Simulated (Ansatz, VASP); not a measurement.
# Two plane-wave programs on Ga3N2

```xyz
5
Lattice="4.1798 0.0000 0.0000 0.0000 4.1798 0.0000 0.0000 0.0000 4.1798" Properties=species:S:1:pos:R:3 pbc="T T T"
Ga    0.0000    2.0899    2.0899
Ga    2.0899    0.0000    2.0899
Ga    2.0899    2.0899    0.0000
N     0.0000    0.0000    0.0000
N     2.0899    2.0899    2.0899
```

Alike in both runs: functional PBE; k mesh 4 × 4 × 4; occupations gaussian, width 0.1 eV; no spin polarisation.

Ansatz relaxed the structure, and its values are those at the end. VASP's run is a single point on that final structure, the one shown.

|  | VASP | Ansatz |
| --- | --- | --- |
| version | VASP 6.6.1 | Ansatz 0.2.0 |
| potentials or method | VASP PAW PBE potentials, release 64 (Ga_d, N), cutoff 520 eV | scalar-relativistic, plane waves, PAW |
| valence electrons in the cell | 49 | 49 |

```csv
,VASP,Ansatz,Ansatz less VASP
gap on the k mesh at the Fermi level (eV),none,none,-
pressure (GPa),0.0,-0.2,-0.25
```

A gap of «none» marks a metal or a gap that the smearing closes.

The k mesh is coarse, so the values compare programs but aren't converged.
